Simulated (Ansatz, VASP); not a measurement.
Two plane-wave programs on Ga

```
Ga
1.0
    -1.66361    1.66361    1.66361
     1.66361   -1.66361    1.66361
     1.66361    1.66361   -1.66361
Ga
1
Cartesian
  0.0000 0.0000 0.0000
```

Alike in both runs: task single point; functional PBE; k mesh 21 × 21 × 21; occupations fermi-dirac, width 0.1 eV; no spin polarisation.

```csv
,VASP,Ansatz
version,VASP 6.6.1,Ansatz 0.2.0
potentials or method,"VASP PAW PBE potentials, release 64 (Ga_d), cutoff 520 eV","plane waves (420 eV) with PAW, scalar-relativistic"
valence electrons in the cell,13,13
```

Ansatz gave:

- pressure (GPa): 2.2

**Question.** What did VASP give for the same quantities?

**Answer.** Pressure (GPa): 2.3.
